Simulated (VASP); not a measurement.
# Cu (Fm-3m) in VASP: a series of runs

Runs on Cu. Level: PBEsol. Tasks: single point, relaxation of cell and atoms.

Everything below comes from runs of VASP 6.6.1. Logs are shortened: lines on timing, memory, paths and dates and some standing lists are left out, and cuts for length are marked.

## (1) The cell of the first run

Symmetry: Fm-3m, No. 225, cubic system. The conventional cell has a = 3.564 Å, b = 3.564 Å, c = 3.564 Å, α = 90.00°, β = 90.00°, γ = 90.00°. Cu (site symmetry m-3m) has 12 Cu at 2.52 Å within 3.3 Å.

## (2) Single point, PBEsol

Contents of INCAR:

```
SYSTEM = Cu
ALGO = Fast
EDIFF = 1E-7
ENCUT = 520
GGA = PS
ISIF = 2
ISMEAR = 0
LASPH = .True.
LCHARG = .False.
LREAL = .False.
LWAVE = .False.
NBANDS = 12
NELM = 80
PREC = Accurate
SIGMA = 0.1
```

Contents of KPOINTS:

```
k-points
0
Gamma
  20 20 20
  0 0 0
```

Contents of POSCAR:

```
Cu
1.0
    0.0000000000      1.7817965409      1.7817965409
    1.7817965409      0.0000000000      1.7817965409
    1.7817965409      1.7817965409      0.0000000000
Cu
1
Direct
    0.0000000000      0.0000000000      0.0000000000
```

Potentials or basis: VASP PAW PBE potentials, release 64 (Cu).

Launch:

```
$ cat potpaw_PBE.64/Cu/POTCAR > POTCAR
$ mpirun -np 1 vasp_std > vasp.out
```

OUTCAR:

```text
SYSTEM = Cu
   EDIFF = 1E-7
   ENCUT = 520
   GGA = PS
   ISIF = 2
   ISMEAR = 0
   LASPH = .True.
   LREAL = .False.
   NELM = 80
   PREC = Accurate

 ion  position               nearest neighbor table
   1  0.000  0.000  0.000-

  LATTYP: Found a face centered cubic cell.
 ALAT       =     3.5635930818

  Lattice vectors:

 A1 = (   0.0000000000,   1.7817965409,   1.7817965409)
 A2 = (   1.7817965409,   0.0000000000,   1.7817965409)
 A3 = (   1.7817965409,   1.7817965409,   0.0000000000)

Analysis of symmetry for initial positions (statically):
=====================================================================
 Subroutine PRICEL returns:
 Original cell was already a primitive cell.

 Routine SETGRP: Setting up the symmetry group for a
 face centered cubic supercell.

 Subroutine GETGRP returns: Found 48 space group operations
 (whereof 48 operations were pure point group operations)
 out of a pool of 48 trial point group operations.

The static configuration has the point symmetry O_h .

Analysis of symmetry for dynamics (positions and initial velocities):
=====================================================================
 Subroutine PRICEL returns:
 Original cell was already a primitive cell.

 Routine SETGRP: Setting up the symmetry group for a
 face centered cubic supercell.

 Subroutine GETGRP returns: Found 48 space group operations
 (whereof 48 operations were pure point group operations)
 out of a pool of 48 trial point group operations.

The dynamic configuration has the point symmetry O_h .

 Subroutine INISYM returns: Found 48 space group operations
 (whereof 48 operations are pure point group operations),
 and found     1 'primitive' translations

----------------------------------------------------------------------------------------

                                     Primitive cell

  volume of cell :      11.3137

  direct lattice vectors                    reciprocal lattice vectors
     0.000000000  1.781796541  1.781796541    -0.280615653  0.280615653  0.280615653
     1.781796541  0.000000000  1.781796541     0.280615653 -0.280615653  0.280615653
     1.781796541  1.781796541  0.000000000     0.280615653  0.280615653 -0.280615653

  length of vectors
     2.519840834  2.519840834  2.519840834     0.486040569  0.486040569  0.486040569

  position of ions in fractional coordinates (direct lattice)
     0.000000000  0.000000000  0.000000000

  ion indices of the primitive-cell ions
   primitive index   ion index
                 1           1

----------------------------------------------------------------------------------------

 KPOINTS: k-points

Automatic generation of k-mesh.
 Grid dimensions read from file:
 generate k-points for:   20   20   20

 Generating k-lattice:

  Cartesian coordinates                     Fractional coordinates (reciprocal lattice)
    -0.014030783  0.014030783  0.014030783     0.050000000  0.000000000  0.000000000
     0.014030783 -0.014030783  0.014030783     0.000000000  0.050000000  0.000000000
     0.014030783  0.014030783 -0.014030783     0.000000000  0.000000000  0.050000000

  Length of vectors
     0.024302028  0.024302028  0.024302028

  Shift w.r.t. Gamma in fractional coordinates (k-lattice)
     0.000000000  0.000000000  0.000000000

 Subroutine IBZKPT returns following result:
 ===========================================

 Found    256 irreducible k-points:

 Following reciprocal coordinates:
            Coordinates               Weight
  0.000000  0.000000  0.000000      1.000000
  0.050000  0.000000  0.000000      8.000000
  0.100000  0.000000  0.000000      8.000000
  0.150000  0.000000  0.000000      8.000000
  0.200000  0.000000  0.000000      8.000000
  0.250000  0.000000  0.000000      8.000000
[... 16 lines left out ...]
 -0.400000  0.050000  0.000000     24.000000
 -0.350000  0.050000  0.000000     24.000000
 [... further k-points ...]
   k-points           NKPTS =    256   k-points in BZ     NKDIM =    256   number of bands    NBANDS=     12
   number of dos      NEDOS =    301   number of ions     NIONS =      1
   total plane-waves  NPLWV =   8000
   dimension x,y,z NGX =    20 NGY =   20 NGZ =   20
   dimension x,y,z NGXF=    40 NGYF=   40 NGZF=   40
   ions per type =               1
   NGX,Y,Z   is equivalent  to a cutoff of  13.19, 13.19, 13.19 a.u.
   NGXF,Y,Z  is equivalent  to a cutoff of  26.39, 26.39, 26.39 a.u.
 SYSTEM =  Cu
   PREC   = accura    normal or accurate (medium, high low for compatibility)
   ISTART =      0    job   : 0-new  1-cont  2-samecut
   ICHARG =      2    charge: 1-file 2-atom 10-const
   ISPIN  =      1    spin polarized calculation?
   LNONCOLLINEAR =      F non collinear calculations
   LSORBIT =      F    spin-orbit coupling
   LASPH  =      T    aspherical Exc in radial PAW
   ENCUT  =  520.0 eV  38.22 Ry    6.18 a.u.   4.69  4.69  4.69*2*pi/ulx,y,z
   NELM   =     80;   NELMIN=  2; NELMDL= -5     # of ELM steps
   EDIFF  = 0.1E-06   stopping-criterion for ELM
   LREAL  =      F    real-space projection
   EDIFFG = 0.1E-05   stopping-criterion for IOM
   NSW    =      0    number of steps for IOM
   IBRION =     -1    ionic relax: 0-MD 1-quasi-New 2-CG
   NFREE  =      0    steps in history (QN), initial steepest desc. (CG)
   ISIF   =      2    stress and relaxation
   ISYM   =      2    0-nonsym 1-usesym 2-fastsym
   POTIM  = 0.5000    time-step for ionic-motion
   TEBEG  =    0.0;   TEEND  =   0.0 temperature during run
   PSTRESS=    0.0 pullay stress
   NELECT =      11.0000    total number of electrons
   NUPDOWN=      -1.0000    fix difference up-down
   EMIN   =  10.00;   EMAX   =-10.00  energy-range for DOS
   EFERMI =   0.00;   METHOD = LEGACY
   ISMEAR =     0;   SIGMA  =   0.10  broadening in eV -4-tet -1-fermi 0-gaus
   EFERMI_NEDOS =   21; number of points for ismear=-14 and -15
   IALGO  =     68    algorithm
   IMIX   =      4    mixing-type and parameters
     AMIX     =   0.40;   BMIX     =  1.00
     AMIX_MAG =   1.60;   BMIX_MAG =  1.00
  volume/ion in A,a.u.               =      11.31        76.35
  Fermi-wavevector in a.u.,A,eV,Ry     =   1.621826  3.064807 35.787674  2.630320
  Thomas-Fermi vector in A             =   2.715539
   LORBIT       =      0    0 simple, 1 ext, 2 COOP (PROOUT), +10 PAW based schemes
   GGA     = PS    functional components
   LHFCALC =     F    Hartree Fock is set to
   AEXX    =    0.0000 exact exchange contribution
   IVDW    =     0    specifies the selected vdW correction
   LEPSILON=     F    determine dielectric tensor
   LRPA    =     F    only Hartree local field effects (RPA)
 non-spin polarized calculation
 RMM-DIIS sequential band-by-band and
 Gauss-broadening in eV      SIGMA  =   0.10
  energy-cutoff  :      520.00
  volume of cell :       11.31
 maximum number of plane-waves:       322
   NGX =  9   NGY =  9   NGZ =  9

 number of electron      11.0000013 magnetization

 Free energy of the ion-electron system (eV)
  ---------------------------------------------------
  ext. energy  EPLUGINS =         0.00000000
  ---------------------------------------------------
  free energy    TOTEN  =        -4.30994234 eV

  energy without entropy =       -4.30865280  energy(sigma->0) =       -4.30929757

 E-fermi :   7.9083     XC(G=0): -13.1604

 val. band max:        7.8546447864   @ k =   0.4500   0.3000   0.0000
 cond. band min:       7.9129169621   @ k =   0.5000   0.2500   0.1000
 fundamental gap:      0.0582721758
 Fermi energy:         7.9082554589

 k-point     1 :       0.0000    0.0000    0.0000
  band No.  band energies     occupation
      1      -1.7790      2.00000
      2       4.7826      2.00000
      3       4.7826      2.00000
      4       4.7826      2.00000
      5       5.6720      2.00000
      6       5.6720      2.00000
      7      30.8691      0.00000
      8      33.8197      0.00000
      9      33.8197      0.00000
     10      33.8197      0.00000
     11      36.3383      0.00000
     12      36.3383      0.00000

 k-point     2 :       0.0500    0.0000    0.0000
  band No.  band energies     occupation
      1      -1.6849      2.00000
      2       4.7614      2.00000
      3       4.8012      2.00000
      4       4.8012      2.00000
      5       5.6643      2.00000
      6       5.6643      2.00000
      7      30.4132      0.00000
      8      32.5201      0.00000
      9      33.5095      0.00000
     10      33.5095      0.00000
     11      36.7776      0.00000
     12      36.7776      0.00000

 k-point     3 :       0.1000    0.0000    0.0000
  band No.  band energies     occupation
      1      -1.4053      2.00000
      2       4.7027      2.00000
      3       4.8513      2.00000
      4       4.8513      2.00000
      5       5.6471      2.00000
      6       5.6471      2.00000
      7      28.4660      0.00000
      8      31.7387      0.00000
      9      32.9099      0.00000
     10      32.9099      0.00000
     11      37.7272      0.00000
     12      38.0298      0.00000
[... 286 lines left out ...]
 k-point    23 :      -0.4000    0.0500    0.0000
  band No.  band energies     occupation
      1       2.4891      2.00000
      2       4.7578      2.00000
      3       4.8081      2.00000
      4       5.5072      2.00000
      5       6.1446      2.00000
      6       6.6040      2.00000
      7      13.5779      0.00000
      8      28.2371      0.00000
      9      30.1877      0.00000
     10      31.0195      0.00000
     11      33.9145      0.00000
     12      35.3362      0.00000

 k-point    24 :      -0.3500    0.0500    0.0000
  band No.  band energies     occupation
      1       2.1323      2.00000
      2       4.8120      2.00000
      3       4.8553      2.00000
      4       4.9603      2.00000
      5       6.0060      2.00000
      6       6.3011      2.00000
      7      15.4554      0.00000
      8      28.1938      0.00000
      9      30.5774      0.00000
     10      31.7708      0.00000
     11      33.9882      0.00000
     12      35.8021      0.00000

 [... further k-points ...]

------------------------ aborting loop because EDIFF is reached ----------------------------------------

  FORCE on cell =-STRESS in cart. coord.  units (eV):
  Direction    XX          YY          ZZ          XY          YZ          ZX
  --------------------------------------------------------------------------------------
  -------------------------------------------------------------------------------------
  Total        0.0538529      0.0538529      0.0538529      0.0000000      0.0000000      0.0000000
  in kB        7.6263231      7.6263231      7.6263231      0.0000000      0.0000000      0.0000000
  external PRESSURE =       7.6263231 kB  Pullay stress =       0.0000000 kB

 VOLUME and BASIS-vectors are now :
 -----------------------------------------------------------------------------
  energy-cutoff  :      520.00
  volume of cell :       11.31
      direct lattice vectors                 reciprocal lattice vectors
     0.000000000  1.781796541  1.781796541    -0.280615653  0.280615653  0.280615653
     1.781796541  0.000000000  1.781796541     0.280615653 -0.280615653  0.280615653
     1.781796541  1.781796541  0.000000000     0.280615653  0.280615653 -0.280615653

 POSITION                                       TOTAL-FORCE (eV/Angst)
 -----------------------------------------------------------------------------------
      0.00000      0.00000      0.00000        -0.000000     -0.000000      0.000000
 -----------------------------------------------------------------------------------
    total drift:                                0.000000      0.000000      0.000000

  FREE ENERGIE OF THE ION-ELECTRON SYSTEM (eV)
  ---------------------------------------------------
  free  energy   TOTEN  =        -4.3099423440 eV

  energy  without entropy=       -4.3086528016  energy(sigma->0) =       -4.30929757
```

It took 17 s on 1 thread of Intel Xeon 6975P-C (Granite Rapids), shared host; peak memory 0.15 GiB.

What came out:

```
Free energy : -4.3099 eV
Pressure    : 0.8 GPa
```

Caveat: the PAW data sets were made with another functional, which shifts forces and pressure a little.

(Part 1 of 3 ends here.)
